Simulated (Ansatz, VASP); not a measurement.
## One calculation of C, two programs

INCAR

```
SYSTEM = C
PREC     = Accurate       ! precision mode
ENCUT    = 520            ! plane-wave cutoff, eV
EDIFF    = 1E-7           ! SCF threshold, eV
ISMEAR   = 0              ! smearing method
SIGMA    = 0.03           ! smearing width, eV
LREAL    = .FALSE.        ! projectors in reciprocal space
LASPH    = .TRUE.         ! aspherical terms in the spheres
NELM     = 60             ! most SCF steps
ALGO     = Normal         ! electronic algorithm
ISIF     = 2              ! what is computed and relaxed
LWAVE    = .FALSE.        ! write WAVECAR
LCHARG   = .TRUE.         ! write CHGCAR
GGA      = PS             ! functional
IVDW     = 12             ! dispersion correction
LELF     = .TRUE.         ! ELF
LVHAR    = .TRUE.       
NBANDS   = 11             ! bands
```

File KPOINTS:

```
Automatic mesh
0
G
  16 16 16
  0 0 0
```

POSCAR

```
C
1.0
    0.0000000000      2.1467349466      3.3536616560
    1.2402383360      0.0000000000      3.3536616560
    1.2402383360      2.1467349466      0.0000000000
C
2
Direct
    0.1902029221      0.8097970779      0.1902029221
    0.8097970779      0.1902029221      0.8097970779
```

Input for Ansatz:

```yaml
crystal:
  lattice:
    - [0.0, 2.1467349466, 3.353661656]
    - [1.240238336, 0.0, 3.353661656]
    - [1.240238336, 2.1467349466, 0.0]
  atoms:
    - { symbol: C, position: [0.1902029221, 0.8097970779, 0.1902029221] }
    - { symbol: C, position: [0.8097970779, 0.1902029221, 0.8097970779] }
basis:
  ecutwfc: 520.0
kpoints:
  mp_grid: { grid: [16, 16, 16] }
hamiltonian:
  xc: pbesol
  pseudopotentials: { kind: paw, azcp: { folder: soft_1 } }
  dispersion: d3bj
scf:
  occupations: { method: gaussian, width: 0.03 }
output:
  forces: true
  stress: true
  eigenvalues: true
```

Alike in both runs: task single point; functional PBEsol; dispersion D3(BJ); k mesh 16 × 16 × 16; occupations gaussian, width 0.03 eV; no spin polarisation.

|  | VASP | Ansatz |
| --- | --- | --- |
| version | VASP 6.6.1 | Ansatz 0.2.0 |
| potentials or method | VASP PAW PBE potentials, release 64 (C), cutoff 520 eV | scalar-relativistic, plane waves, PAW |
| valence electrons in the cell | 8 | 8 |

```tsv
	VASP	Ansatz	Ansatz less VASP
gap on the k mesh at the Fermi level (eV)	none	none	-
pressure (GPa)	6.7	6.2	-0.49
traceless stress, the component that is largest in VASP (GPa)	20.57	19.85	-0.714
rms of the force components (eV/Å)	4.360	4.350	-0.0095
```

VASP's potentials were made for PBE, not for PBEsol, and Ansatz warns of the same on its side. Atom by atom the forces differ by 0.010 eV/Å (rms over components). A gap of «none» marks a metal or a gap that the smearing closes.
